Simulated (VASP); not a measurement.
Here is a VASP 6.6.1 calculation.

The input POSCAR:

```
TlCl
1.0
    3.8370264146      0.0000000000      0.0000000000
    0.0000000000      3.8370264146      0.0000000000
    0.0000000000      0.0000000000     24.5925660364
Cl Tl
3 3
Direct
    0.5000000000      0.5000000000      0.3049702088
    0.5000000000      0.5000000000      0.4609940418
    0.5000000000      0.5000000000      0.6170178747
    0.0000000000      0.0000000000      0.3829821253
    0.0000000000      0.0000000000      0.5390059582
    0.0000000000      0.0000000000      0.6950297912
```

INCAR.step1

```
SYSTEM = TlCl
  PREC = Accurate
  ENCUT = 440
  ISMEAR = 0
  SIGMA = 0.05
  LREAL = .FALSE.
  LASPH = .TRUE.
  NELM = 120
  LDIPOL = .TRUE.
  IDIPOL = 3
  DIPOL = 0.5 0.5 0.500
  NBANDS = 39
  GGA = PE
  ALGO = Normal
  EDIFF = 1E-5
  LWAVE = .TRUE.
  LCHARG = .FALSE.
  GGA_COMPAT = .FALSE.
  NELMDL = -8
```

Contents of INCAR.step2:

```
SYSTEM = TlCl
  PREC = Accurate
  ENCUT = 440
  EDIFF = 1E-6
  ISMEAR = 0
  SIGMA = 0.05
  LREAL = .FALSE.
  LASPH = .TRUE.
  NELM = 120
  ALGO = Normal
  ISIF = 2
  LWAVE = .FALSE.
  LCHARG = .FALSE.
  LDIPOL = .TRUE.
  IDIPOL = 3
  DIPOL = 0.5 0.5 0.500
  METAGGA = R2SCAN
  LMIXTAU = .TRUE.
  NBANDS = 39
  ISTART = 1
  GGA_COMPAT = .FALSE.
```

File KPOINTS:

```
Automatic mesh
0
G
  7 7 1
  0 0 0
```

Potentials or basis: VASP PAW PBE potentials, release 64 (Cl, Tl_d).

The run is started by

```bash
$ cat potpaw_PBE.64/Cl/POTCAR potpaw_PBE.64/Tl_d/POTCAR > POTCAR
$ cp INCAR.step1 INCAR
$ mpirun -np 1 vasp_std > vasp.out
$ cp INCAR.step2 INCAR
$ mpirun -np 1 vasp_std > vasp.out
```

Problem. What does it give for the band gap on the k mesh?

Solution. Zero (band 30 reaches -1.29 eV, above the bottom of band 31 at -1.33 eV).

Problem. Estimate the largest force.

Solution. 1.191 eV/Å.

Forces in eV/Å, atoms in the order of the input:
```
Cl   0.000  0.000  0.843
Cl   0.000  0.000  0.795
Cl   0.000  0.000  0.707
Tl   0.000  0.000 -1.191
Tl   0.000  0.000 -0.787
Tl   0.000  0.000 -0.367
```

Caveat: the PAW data sets were made with another functional, which shifts forces and pressure a little; spin-orbit coupling is left out, which moves the levels of the heavy elements.
